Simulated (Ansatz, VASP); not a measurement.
## MoS2: VASP beside Ansatz

File INCAR:

```
SYSTEM = MoS2
PREC     = Accurate       ! precision mode
ENCUT    = 520            ! plane-wave cutoff, eV
EDIFF    = 1E-6           ! SCF threshold, eV
ISMEAR   = 0              ! smearing method
SIGMA    = 0.15           ! smearing width, eV
LREAL    = .False.        ! projectors in reciprocal space
LASPH    = .True.         ! aspherical terms in the spheres
NELM     = 80             ! most SCF steps
ALGO     = Normal         ! electronic algorithm
ISIF     = 2              ! what is computed and relaxed
LWAVE    = .False.        ! write WAVECAR
LCHARG   = .False.        ! write CHGCAR
GGA      = PS             ! functional
NBANDS   = 20             ! bands
```

Contents of KPOINTS:

```
Automatic mesh
0
Gamma
  18 18 8
  0 0 0
```

The input POSCAR:

```
MoS2
1.0
    3.1411847469      0.0000000000      0.0000000000
   -1.5705923735      2.7203457888      0.0000000000
    0.0000000000      0.0000000000      6.1247114470
Mo S
1 2
Direct
    0.0000000000      0.0000000000      0.5000000000
    0.3333333333      0.6666666667      0.2696352936
    0.6666666667      0.3333333333      0.7875102558
```

Input for Ansatz:

```yaml
crystal:
  lattice:
    - [3.1411847469, 0.0, 0.0]
    - [-1.5705923735, 2.7203457888, 0.0]
    - [0.0, 0.0, 6.124711447]
  atoms:
    - { symbol: Mo, position: [0.0, 0.0, 0.5] }
    - { symbol: S, position: [0.3333333333, 0.6666666667, 0.2696352936] }
    - { symbol: S, position: [0.6666666667, 0.3333333333, 0.7875102558] }
basis:
  ecutwfc: 420
kpoints:
  mp_grid: { grid: [18, 18, 8] }
hamiltonian:
  xc: pbesol
scf:
  occupations: { method: gaussian, width: 0.15 }
output:
  forces: true
  stress: true
  eigenvalues: true
```

Change from the starting cell: all S atoms moved +0.175 Å, as atom 2 along Cartesian [0 0 1].

Alike in both runs: task single point; functional PBEsol; k mesh 18 × 18 × 8; occupations gaussian, width 0.15 eV; no spin polarisation.

|  | VASP | Ansatz |
| --- | --- | --- |
| version | VASP 6.6.1 | Ansatz 0.2.0 |
| potentials or method | VASP PAW PBE potentials, release 64 (Mo_sv, S), cutoff 520 eV | scalar-relativistic, plane waves, PAW |
| valence electrons in the cell | 26 | 26 |

```csv
,VASP,Ansatz,Ansatz less VASP
gap on the k mesh at the Fermi level (eV),none,none,-
pressure (GPa),2.5,2.5,-0.01
"traceless stress, the component that is largest in VASP (GPa)",-0.66,-0.69,-0.033
rms of the force components (eV/Å),1.566,1.561,-0.0049
```

VASP's potentials were made for PBE, not for PBEsol. Atom by atom the forces differ by 0.005 eV/Å (rms over components). A gap of «none» marks a metal or a gap that the smearing closes. The functional is the same, so the differences come from potentials, cutoffs and numerics.
